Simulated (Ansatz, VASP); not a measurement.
V: VASP beside Ansatz

INCAR

```
ALGO = Normal ; EDIFF = 1E-7
EDIFFG = -0.01 ; ENCUT = 600
GGA = PE ; IBRION = 2
ISIF = 3 ; ISMEAR = -1
ISPIN = 2 ; LASPH = True
LCHARG = False ; LMAXMIX = 4
LORBIT = 11 ; LREAL = False
LWAVE = False ; MAGMOM = 1
NELM = 150 ; NSW = 80
PREC = Accurate ; SIGMA = 0.05
```

The input KPOINTS:

```
k-points
0
Gamma
  14 14 14
```

POSCAR

```
V
1.0
    0.0000000000      1.9050006274      1.9050006274
    1.9050006274      0.0000000000      1.9050006274
    1.9050006274      1.9050006274      0.0000000000
V
1
Direct
    0.0000000000      0.0000000000      0.0000000000
```

Input for Ansatz:

```yaml
crystal:
  lattice:
    - [0.0, 1.9050006274, 1.9050006274]
    - [1.9050006274, 0.0, 1.9050006274]
    - [1.9050006274, 1.9050006274, 0.0]
  atoms:
    - { symbol: V, position: [0.0, 0.0, 0.0], spin: 1.0 }
hamiltonian:
  xc: pbe
  pseudopotentials:
    kind: paw
    azcp:
      V: "pseudopotentials/V.paw.azcp"
basis:
  ecutwfc: 420
  fft_grid_basis: typed
kpoints:
  mp_grid: { grid: [14, 14, 14], shift: [0, 0, 0] }
magnetization:
  spin_polarized: true
scf:
  occupations: { method: fermi_dirac, width: 0.05 }
relax:
  max_steps: 60
  f_tol: 0.01
  cell: {}
```

Alike in both runs: task relaxation of cell and atoms; functional PBE; k mesh 14 × 14 × 14; occupations fermi-dirac, width 0.05 eV; collinear spin.

|  | VASP | Ansatz |
| --- | --- | --- |
| version | VASP 6.6.1 | Ansatz 0.2.0 |
| potentials or method | VASP PAW PBE potentials, release 64 (V_sv), cutoff 600 eV | plane waves (420 eV) with PAW, scalar-relativistic |
| valence electrons in the cell | 13 | 13 |

|  | VASP | Ansatz | Ansatz less VASP |
| --- | --- | --- | --- |
| net moment per atom (μB) | 0.00 | 0.00 | 0.000 |
| relaxed volume (Å³/atom) | 13.92 | 13.90 | -0.013 |
| relaxed cell length with the largest relative difference (Å) | 2.700 | 2.699 | -0.0008 |

Ansatz's warnings: seeded moment not kept.
